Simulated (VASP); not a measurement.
A run of VASP 6.6.1 is set up as follows.

Contents of INCAR:

```
SYSTEM = La2O3
ALGO     = Normal         ! electronic algorithm
EDIFF    = 1E-7           ! SCF threshold, eV
ENCUT    = 520            ! plane-wave cutoff, eV
GGA      = PS             ! functional
ISIF     = 2              ! what is computed and relaxed
ISMEAR   = -1             ! smearing method
LASPH    = .True.         ! aspherical terms in the spheres
LCHARG   = .True.         ! write CHGCAR
LELF     = .True.         ! ELF
LREAL    = .False.        ! projectors in reciprocal space
LVHAR    = .True.       
LWAVE    = .False.        ! write WAVECAR
NBANDS   = 28             ! bands
NELM     = 80             ! most SCF steps
PREC     = Accurate       ! precision mode
SIGMA    = 0.05           ! smearing width, eV
```

Contents of KPOINTS:

```
k-points
0
Gamma
  6 6 4
  0 0 0
```

The input POSCAR:

```
La2O3
1.0
    3.9061924075      0.0000000000      0.0000000000
   -1.9530962038      3.3828618570      0.0000000000
    0.0000000000      0.0000000000      6.0414755437
La O
2 3
Direct
    0.3333333333      0.6666666667      0.2453774240
    0.6666666667      0.3333333333      0.7546225760
    0.0000000000      0.0000000000      0.0000000000
    0.3333333333      0.6666666667      0.6460369550
    0.6666666667      0.3333333333      0.3539630450
```

Potentials or basis: VASP PAW PBE potentials, release 64 (La, O).

The run is started by

```sh
$ cat potpaw_PBE.64/La/POTCAR potpaw_PBE.64/O/POTCAR > POTCAR
$ mpirun -np 1 vasp_std > vasp.out
```

**Question.** Estimate the pressure.

**Answer.** -0.2 GPa.

**Question.** Predict the band gap on the k mesh.

**Answer.** 3.78 eV (least direct gap 3.87 eV).

**Question.** Predict the largest force.

**Answer.** 0.009 eV/Å.

Forces in eV/Å, atoms in the order of the input:
```
La   0.000  0.000  0.009
La   0.000  0.000 -0.009
O    0.000  0.000  0.000
O    0.000  0.000  0.000
O    0.000  0.000  0.000
```

Caveat: the PAW data sets were made with another functional, which shifts forces and pressure a little; spin-orbit coupling is left out, which moves the levels of the heavy elements. A k mesh can miss the band edges.
